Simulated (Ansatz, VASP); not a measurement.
**Two plane-wave programs on Fe**

File INCAR:

```
  ALGO = Normal
  EDIFF = 1E-7
  EDIFFG = -0.05
  ENCUT = 600
  GGA = PS
  GGA_COMPAT = False
  IBRION = 2
  ISIF = 3
  ISMEAR = 0
  ISPIN = 2
  LASPH = True
  LCHARG = False
  LMAXMIX = 4
  LORBIT = 11
  LREAL = False
  LWAVE = False
  MAGMOM = 2.63
  NELM = 200
  NELMIN = 4
  NSW = 100
  PREC = Accurate
  SIGMA = 0.1
```

The input KPOINTS:

```
k-points
0
Gamma
  10 10 10
```

POSCAR

```
Fe
1.0
   -1.4315177495      1.4315177495      1.4315177495
    1.4315177495     -1.4315177495      1.4315177495
    1.4315177495      1.4315177495     -1.4315177495
Fe
1
Direct
    0.0000000000      0.0000000000      0.0000000000
```

Input for Ansatz:

```yaml
crystal:
  lattice:
    - [-1.4315177495, 1.4315177495, 1.4315177495]
    - [1.4315177495, -1.4315177495, 1.4315177495]
    - [1.4315177495, 1.4315177495, -1.4315177495]
  atoms:
    - { symbol: Fe, position: [0.0, 0.0, 0.0], spin: 2.63 }
basis:
  ecutwfc: 420
kpoints:
  mp_grid: { grid: [10, 10, 10] }
hamiltonian:
  xc: pbesol
scf:
  occupations: { method: gaussian, width: 0.1 }
output:
  forces: true
  stress: true
  eigenvalues: true
  populations: true
magnetization:
  spin_polarized: true
relax:
  adjacent_minimum: "off"
  f_tol: 0.05
  max_steps: 80
  cell: { stress_tol: 0.5 }
```

Alike in both runs: task relaxation of cell and atoms; functional PBEsol; k mesh 10 × 10 × 10; occupations gaussian, width 0.1 eV; collinear spin.

|  | VASP | Ansatz |
| --- | --- | --- |
| version | VASP 6.6.1 | Ansatz 0.2.0 |
| potentials or method | VASP PAW PBE potentials, release 64 (Fe), cutoff 600 eV | scalar-relativistic, plane waves, PAW |
| valence electrons in the cell | 8 | 16 |

VASP gave:

```
gap on the k mesh at the Fermi level, each at its own relaxed structure (eV) : none
net moment per atom (μB)                                                     : 2.13
size of the moment on the site where the two differ most (μB)                : 2.11
relaxed volume (Å³/atom)                                                     : 10.84
relaxed cell length with the largest relative difference (Å)                 : 2.415
```

Q: Estimate Ansatz's values.

A: gap on the k mesh at the Fermi level, each at its own relaxed structure (eV): none; net moment per atom (μB): 2.12; size of the moment on the site where the two differ most (μB): 2.16; relaxed volume (Å³/atom): 10.85; relaxed cell length with the largest relative difference (Å): 2.415.

VASP's potentials were made for PBE, not for PBEsol. Site moments also hang on the region over which each program counts them. A gap of «none» marks a metal or a gap that the smearing closes. VASP's potentials hold 8 valence electrons a cell and Ansatz's 16, so a difference there can come from the potentials and not from the codes.
